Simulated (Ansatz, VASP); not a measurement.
**Two plane-wave programs on Zr4C5**

```
C Zr
1.0
     3.33155    0.00000    0.00000
    -1.66577    2.88520    0.00000
     0.00000    0.00000   25.88078
C Zr
5 4
Direct
  0.66667 0.33333 0.28979
  0.33333 0.66667 0.39490
  0.00000 0.00000 0.50000
  0.66667 0.33333 0.60510
  0.33333 0.66667 0.71021
  0.00000 0.00000 0.34234
  0.66667 0.33333 0.44745
  0.33333 0.66667 0.55255
  0.00000 0.00000 0.65766
```

Alike in both runs: task single point; functional r2SCAN; k mesh 12 × 12 × 1; occupations gaussian, width 0.1 eV; no spin polarisation.

|  | VASP | Ansatz |
| --- | --- | --- |
| version | VASP 6.6.1 | Ansatz 0.2.0 |
| potentials or method | VASP PAW PBE potentials, release 64 (C, Zr_sv), cutoff 520 eV | scalar-relativistic, plane waves, PAW |
| valence electrons in the cell | 68 | 68 |

Ansatz gave:

| Item | Value |
| --- | --- |
| gap on the k mesh at the Fermi level (eV) | none |
| rms of the force components (eV/Å) | 0.546 |
| work function, face that differs most (eV) | 7.02 |

Problem. Which values does VASP return?

Solution. gap on the k mesh at the Fermi level (eV): none; rms of the force components (eV/Å): 0.543; work function, face that differs most (eV): 7.02.

VASP's potentials were made for PBE, not for r2SCAN. A gap of «none» marks a metal or a gap that the smearing closes.
